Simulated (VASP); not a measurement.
# GaN (F-43m) in VASP: notebook

GaN is run at these levels: PBE; tasks: G0W0 quasiparticle levels.

All numbers are computed with VASP 6.6.1; they aren't measurements. Logs are shortened: lines on timing, memory, paths and dates and some standing lists are left out, and cuts for length are marked.

### Step 1. The cell of the first run

The structure is cubic, space group F-43m (No. 216). The conventional cell has a = 4.535 Å, b = 4.535 Å, c = 4.535 Å, α = 90.00°, β = 90.00°, γ = 90.00°. Within 2.6 Å of Ga (site symmetry -43m) lie 4 N at 1.96 Å. Within 2.6 Å of N (site symmetry -43m) lie 4 Ga at 1.96 Å.

### Step 2. G0W0 quasiparticle levels, PBE

Contents of POSCAR:

```
GaN
1.0
    0.0000000000      2.2675000000      2.2675000000
    2.2675000000      0.0000000000      2.2675000000
    2.2675000000      2.2675000000      0.0000000000
Ga N
1 1
Direct
    0.0000000000      0.0000000000      0.0000000000
    0.2500000000      0.2500000000      0.2500000000
```

Contents of INCAR.step1:

```
  PREC = Accurate
  ENCUT = 500
  EDIFF = 1E-8
  ISMEAR = 0
  SIGMA = 0.01
  LREAL = False
  LASPH = True
  NELM = 100
  ALGO = Normal
  LWAVE = True
  LCHARG = False
  GGA = PE
```

Contents of INCAR.step2:

```
  PREC = Accurate
  ENCUT = 500
  EDIFF = 1E-8
  ISMEAR = 0
  SIGMA = 0.01
  LREAL = False
  LASPH = True
  NELM = 1
  ALGO = Exact
  LWAVE = True
  LCHARG = False
  GGA = PE
  NBANDS = 117
  LOPTICS = True
  ISTART = 1
```

Contents of INCAR.step3:

```
  PREC = Accurate
  ENCUT = 500
  EDIFF = 1E-8
  ISMEAR = 0
  SIGMA = 0.01
  LREAL = False
  LASPH = True
  ALGO = EVGW0
  LWAVE = False
  LCHARG = False
  GGA = PE
  NELMGW = 1
  NBANDS = 117
  ENCUTGW = 113.3
  NOMEGA = 48
  PRECFOCK = Fast
  ISTART = 1
  NBANDSGW = 17
```

Contents of KPOINTS:

```
Automatic mesh
0
Gamma
  2 2 2
```

Potentials or basis: VASP PAW PBE potentials, release 64 (Ga_d_GW, N_GW).

Run with:

```console
$ cat potpaw_PBE.64/Ga_d_GW/POTCAR potpaw_PBE.64/N_GW/POTCAR > POTCAR
$ cp INCAR.step1 INCAR
$ mpirun -np 1 vasp_std > vasp.out
$ cp INCAR.step2 INCAR
$ mpirun -np 1 vasp_std > vasp.out
$ cp INCAR.step3 INCAR
$ mpirun -np 1 vasp_std > vasp.out
```

OUTCAR:

```text
PREC = Accurate
   ENCUT = 500
   EDIFF = 1E-8
   ISMEAR = 0
   LREAL = False
   LASPH = True
   GGA = PE
   NELMGW = 1
   ENCUTGW = 113.3
   PRECFOCK = Fast
   ISTART = 1

 ion  position               nearest neighbor table
   1  0.000  0.000  0.000-   2 1.96   2 1.96   2 1.96   2 1.96
   2  0.250  0.250  0.250-   1 1.96   1 1.96   1 1.96   1 1.96

  LATTYP: Found a face centered cubic cell.
 ALAT       =     4.5350000000

  Lattice vectors:

 A1 = (   0.0000000000,   2.2675000000,   2.2675000000)
 A2 = (   2.2675000000,   0.0000000000,   2.2675000000)
 A3 = (   2.2675000000,   2.2675000000,   0.0000000000)

Analysis of symmetry for initial positions (statically):
=====================================================================
 Subroutine PRICEL returns:
 Original cell was already a primitive cell.

 Routine SETGRP: Setting up the symmetry group for a
 face centered cubic supercell.

 Subroutine GETGRP returns: Found 24 space group operations
 (whereof 24 operations were pure point group operations)
 out of a pool of 48 trial point group operations.

The static configuration has the point symmetry T_d .

Analysis of symmetry for dynamics (positions and initial velocities):
=====================================================================
 Subroutine PRICEL returns:
 Original cell was already a primitive cell.

 Routine SETGRP: Setting up the symmetry group for a
 face centered cubic supercell.

 Subroutine GETGRP returns: Found 24 space group operations
 (whereof 24 operations were pure point group operations)
 out of a pool of 48 trial point group operations.

The dynamic configuration has the point symmetry T_d .

 Subroutine INISYM returns: Found 24 space group operations
 (whereof 24 operations are pure point group operations),
 and found     1 'primitive' translations

----------------------------------------------------------------------------------------

                                     Primitive cell

  volume of cell :      23.3170

  direct lattice vectors                    reciprocal lattice vectors
     0.000000000  2.267500000  2.267500000    -0.220507166  0.220507166  0.220507166
     2.267500000  0.000000000  2.267500000     0.220507166 -0.220507166  0.220507166
     2.267500000  2.267500000  0.000000000     0.220507166  0.220507166 -0.220507166

  length of vectors
     3.206729253  3.206729253  3.206729253     0.381929616  0.381929616  0.381929616

  position of ions in fractional coordinates (direct lattice)
     0.000000000  0.000000000  0.000000000
     0.250000000  0.250000000  0.250000000

  ion indices of the primitive-cell ions
   primitive index   ion index
                 1           1
                 2           2

----------------------------------------------------------------------------------------

 KPOINTS: Automatic mesh

Automatic generation of k-mesh.
 Grid dimensions read from file:
 generate k-points for:    2    2    2

 Generating k-lattice:

  Cartesian coordinates                     Fractional coordinates (reciprocal lattice)
    -0.110253583  0.110253583  0.110253583     0.500000000  0.000000000  0.000000000
     0.110253583 -0.110253583  0.110253583     0.000000000  0.500000000  0.000000000
     0.110253583  0.110253583 -0.110253583     0.000000000  0.000000000  0.500000000

  Length of vectors
     0.190964808  0.190964808  0.190964808

  Shift w.r.t. Gamma in fractional coordinates (k-lattice)
     0.000000000  0.000000000  0.000000000

 Subroutine IBZKPT returns following result:
 ===========================================

 Found      3 irreducible k-points:

 Following reciprocal coordinates:
            Coordinates               Weight
  0.000000  0.000000  0.000000      1.000000
  0.500000  0.000000  0.000000      4.000000
  0.500000  0.500000  0.000000      3.000000
   k-points           NKPTS =      3   k-points in BZ     NKDIM =      8   number of bands    NBANDS=    117
   number of dos      NEDOS =    301   number of ions     NIONS =      2
   total plane-waves  NPLWV =  13824
   dimension x,y,z NGX =    24 NGY =   24 NGZ =   24
   dimension x,y,z NGXF=    48 NGYF=   48 NGZF=   48
   ions per type =               1   1
   NGX,Y,Z   is equivalent  to a cutoff of  12.44, 12.44, 12.44 a.u.
   NGXF,Y,Z  is equivalent  to a cutoff of  24.88, 24.88, 24.88 a.u.
 SYSTEM =  unknown system
   PREC   = accura    normal or accurate (medium, high low for compatibility)
   ISTART =      1    job   : 0-new  1-cont  2-samecut
   ICHARG =      0    charge: 1-file 2-atom 10-const
   ISPIN  =      1    spin polarized calculation?
   LNONCOLLINEAR =      F non collinear calculations
   LSORBIT =      F    spin-orbit coupling
   LASPH  =      T    aspherical Exc in radial PAW
   ENCUT  =  500.0 eV  36.75 Ry    6.06 a.u.   5.85  5.85  5.85*2*pi/ulx,y,z
   NELM   =     60;   NELMIN=  2; NELMDL=  0     # of ELM steps
   EDIFF  = 0.1E-07   stopping-criterion for ELM
   LREAL  =      F    real-space projection
   EDIFFG = 0.1E-06   stopping-criterion for IOM
   NSW    =      0    number of steps for IOM
   IBRION =     -1    ionic relax: 0-MD 1-quasi-New 2-CG
   NFREE  =      0    steps in history (QN), initial steepest desc. (CG)
   ISIF   =      0    stress and relaxation
   ISYM   =      3    0-nonsym 1-usesym 2-fastsym
   POTIM  = 0.5000    time-step for ionic-motion
   TEBEG  =    0.0;   TEEND  =   0.0 temperature during run
   PSTRESS=    0.0 pullay stress
   NELECT =      18.0000    total number of electrons
   NUPDOWN=      -1.0000    fix difference up-down
   EMIN   =  10.00;   EMAX   =-10.00  energy-range for DOS
   EFERMI =   0.00;   METHOD = LEGACY
   ISMEAR =     0;   SIGMA  =   0.01  broadening in eV -4-tet -1-fermi 0-gaus
   EFERMI_NEDOS =   21; number of points for ismear=-14 and -15
   IALGO  =     38    algorithm
   IMIX   =      4    mixing-type and parameters
     AMIX     =   0.40;   BMIX     =  1.00
     AMIX_MAG =   1.60;   BMIX_MAG =  1.00
  volume/ion in A,a.u.               =      11.66        78.68
  Fermi-wavevector in a.u.,A,eV,Ry     =   1.501787  2.837966 30.686097  2.255365
  Thomas-Fermi vector in A             =   2.613112
   LORBIT       =      0    0 simple, 1 ext, 2 COOP (PROOUT), +10 PAW based schemes
   GGA     = PE    functional components
   LHFCALC =     T    Hartree Fock is set to
   PRECFOCK=fast      Normal, Fast or Accurate (Low or Medium for compatibility)
   ENCUT4O =  -1.0   cutoff for four orbital integrals eV
   NKREDX  =     1    reduce k-point grid by
   NKREDY  =     1    reduce k-point grid by
   NKREDZ  =     1    reduce k-point grid by
   AEXX    =    1.0000 exact exchange contribution
   HFSCREEN=    0.0000 screening length (either q_TF or 0.3 A-1)
   HFSCREENC=   0.0000 screening length for correlation (either q_TF or 0.3 A-1)
   ENCUTFOCK=  -1.0 apply spherical cutoff to Coloumb kernel
   IVDW    =     0    specifies the selected vdW correction
   LEPSILON=     F    determine dielectric tensor
   LRPA    =     F    only Hartree local field effects (RPA)
   LRPAFORCE           =     F    calculate RPA forces
   ENCUTGW             = 113.3    cutoff for response function in eV
   ENCUTGWSOFT         =  90.6    soft cutoff for Coulomb kernel in GW response function in eV
   ENCUTLF             =  -1.0    cutoff for local field effects
   NELMGW              =     1    number of iterations in solving QP/BSE equation
   NELMHF              =     1    number of iterations in the inner HF iteration
   NKREDLFX            =     1    NKREDLFY  =   1   NKREDLFZ  =   1
 non-spin polarized calculation
 Gauss-broadening in eV      SIGMA  =   0.01
  energy-cutoff  :      500.00
  volume of cell :       23.32
 maximum number of plane-waves:       609
 NGX is ok and might be reduce to    24
  NGX = 14; NGY = 14; NGZ = 14
   NGX = 11   NGY = 11   NGZ = 11
 maximum number of plane-waves:        70
 NGX is ok and might be reduce to    14

 QP shifts <psi_nk| G(iteration)W_0 |psi_nk>: iteration 1
 for sc-GW calculations column KS-energies equals QP-energies in previous step
 and V_xc(KS)=  KS-energies - (<T + V_ion + V_H > + <T+V_H+V_ion>^1  + <V_x>^1)

 k-point   1 :       0.0000    0.0000    0.0000
  band No.  KS-energies  QP-energies   sigma(KS)   V_xc(KS)     V^pw_x(r,r')   Z            occupation Imag(sigma)

      1     -10.4150     -11.4381     -16.2859     -14.6737     -24.1658       0.6346       2.0000       0.8000
      2      -8.6384     -11.4440     -25.4057     -21.5324     -34.9646       0.7244       2.0000       0.3635
      3      -8.6384     -11.4440     -25.4057     -21.5324     -34.9646       0.7244       2.0000       0.3635
      4      -8.6384     -11.4440     -25.4057     -21.5324     -34.9646       0.7244       2.0000       0.3635
      5      -8.3650     -11.2413     -25.7539     -21.8045     -35.2438       0.7283       2.0000       0.2977
      6      -8.3650     -11.2413     -25.7539     -21.8045     -35.2438       0.7283       2.0000       0.2977
      7       5.5269       5.1874     -18.0559     -17.6045     -22.3593       0.7522       2.0000       0.2021
      8       5.5269       5.1874     -18.0559     -17.6045     -22.3593       0.7522       2.0000       0.2021
      9       5.5269       5.1874     -18.0559     -17.6045     -22.3593       0.7522       2.0000       0.2021
     10       6.8917       7.2299     -12.8589     -13.2972      -7.6355       0.7715       0.0000      -0.1379
     11      15.1355      15.3838     -10.9663     -11.2858      -4.9036       0.7772       0.0000      -0.1826
     12      15.1355      15.3838     -10.9663     -11.2858      -4.9036       0.7772       0.0000      -0.1826
     13      15.1355      15.3838     -10.9663     -11.2858      -4.9036       0.7772       0.0000      -0.1826
     14      22.4698      22.4450      -9.4562      -9.4238      -2.4765       0.7660       0.0000      -0.6569
     15      23.6540      23.4891      -9.5072      -9.2901      -2.7771       0.7590       0.0000      -0.6501
     16      23.6540      23.4891      -9.5072      -9.2901      -2.7771       0.7590       0.0000      -0.6501
     17      23.6540      23.4891      -9.5072      -9.2901      -2.7771       0.7590       0.0000      -0.6501

 k-point   2 :       0.5000    0.0000    0.0000
  band No.  KS-energies  QP-energies   sigma(KS)   V_xc(KS)     V^pw_x(r,r')   Z            occupation Imag(sigma)

      1      -9.7662     -11.7254     -21.5522     -18.7517     -30.4173       0.6996       2.0000       0.6353
      2      -8.5626     -11.3930     -25.4907     -21.5955     -35.0218       0.7266       2.0000       0.3470
      3      -8.5626     -11.3930     -25.4907     -21.5955     -35.0218       0.7266       2.0000       0.3470
      4      -8.3184     -11.2033     -25.8364     -21.8816     -35.3654       0.7295       2.0000       0.3075
      5      -8.3184     -11.2033     -25.8364     -21.8816     -35.3654       0.7295       2.0000       0.3075
      6      -6.8028      -8.7897     -21.8873     -19.2156     -30.1659       0.7437       2.0000       0.6393
      7      -1.7357      -2.5534     -13.7831     -12.7040     -18.1563       0.7577       2.0000       0.3308
      8       4.5239       4.1017     -17.2474     -16.6847     -21.5423       0.7503       2.0000       0.2058
      9       4.5239       4.1017     -17.2474     -16.6847     -21.5423       0.7503       2.0000       0.2058
     10       9.6576       9.9903     -12.0277     -12.4568      -6.4476       0.7753       0.0000      -0.1465
     11      14.0447      14.3966     -13.4159     -13.8859      -7.6231       0.7487       0.0000      -0.2315
     12      15.2370      15.3847     -11.0203     -11.2087      -5.0736       0.7839       0.0000      -0.2148
     13      15.2370      15.3847     -11.0203     -11.2087      -5.0736       0.7839       0.0000      -0.2148
     14      20.6268      20.5299      -9.8511      -9.7242      -3.1544       0.7639       0.0000      -0.5161
     15      24.4757      24.7492     -11.5096     -11.8653      -4.3424       0.7689       0.0000      -0.6838
     16      24.4757      24.7492     -11.5096     -11.8653      -4.3424       0.7689       0.0000      -0.6838
     17      27.8606      28.3097     -11.4089     -11.9744      -4.1605       0.7941       0.0000      -0.8028

 k-point   3 :       0.5000    0.5000    0.0000
  band No.  KS-energies  QP-energies   sigma(KS)   V_xc(KS)     V^pw_x(r,r')   Z            occupation Imag(sigma)

      1      -9.6724     -11.8628     -22.6605     -19.5832     -31.7360       0.7118       2.0000       0.5882
      2      -8.5678     -11.3786     -25.2295     -21.3635     -34.6342       0.7271       2.0000       0.3232
      3      -8.3666     -11.2531     -25.8372     -21.8882     -35.4240       0.7309       2.0000       0.3439
      4      -8.3666     -11.2531     -25.8372     -21.8882     -35.4240       0.7309       2.0000       0.3439
      5      -8.2936     -11.1745     -25.8419     -21.8941     -35.3608       0.7297       2.0000       0.2995
      6      -6.2689      -7.9840     -21.0011     -18.6820     -28.9400       0.7396       2.0000       0.6808
      7      -0.8640      -1.6064     -14.8009     -13.8046     -19.2773       0.7452       2.0000       0.2963
      8       2.7342       2.1542     -15.8896     -15.1184     -20.1748       0.7522       2.0000       0.2081
      9       2.7342       2.1542     -15.8896     -15.1184     -20.1748       0.7522       2.0000       0.2081
     10       8.3882       8.1125     -10.6468     -10.2973      -5.4117       0.7891       0.0000      -0.1530
     11      11.6432      11.9735     -11.7492     -12.1769      -6.2551       0.7722       0.0000      -0.1487
     12      17.0271      17.4991     -13.1001     -13.7218      -6.9043       0.7592       0.0000      -0.2729
     13      19.0043      19.5816     -13.0447     -13.8265      -6.1337       0.7385       0.0000      -0.4070
     14      19.0043      19.5816     -13.0447     -13.8265      -6.1337       0.7385       0.0000      -0.4070
     15      26.4973      26.8179     -11.7238     -12.1232      -4.3115       0.8027       0.0000      -0.9567
     16      29.4732      29.9218     -10.7736     -11.3718      -4.1848       0.7499       0.0000      -0.4259
     17      30.3250      30.7935     -11.0212     -11.6190      -4.2334       0.7837       0.0000      -0.5530
```

It took 8.8 s on 1 thread of Intel Xeon 6975P-C (Granite Rapids), shared host; peak memory 0.17 GiB.

What came out:

```
Band gap on the k mesh, mean-field level : 1.36 eV, direct
Quasiparticle gap                        : 2.04 eV
Least direct quasiparticle gap           : 2.04 eV
```

Levels at points of the mesh, in eV from the valence-band top:
| k point | band 7 | band 8 | band 9 | band 10 | band 11 | band 12 |
| --- | --- | --- | --- | --- | --- | --- |
| (0.00, 0.00, 0.00) | 0.00 | 0.00 | 0.00 | 1.36 | 9.61 | 9.61 |
| (0.50, 0.00, 0.00) | -7.26 | -1.00 | -1.00 | 4.13 | 8.52 | 9.71 |
| (0.50, 0.50, 0.00) | -6.39 | -2.79 | -2.79 | 2.86 | 6.12 | 11.50 |

Caveat: the k points lie up to 1.20 Å⁻¹ apart; bands, screening cutoff and mesh are small and nothing is extrapolated, so the quasiparticle values aren't converged.

[end of part 1 of 2]
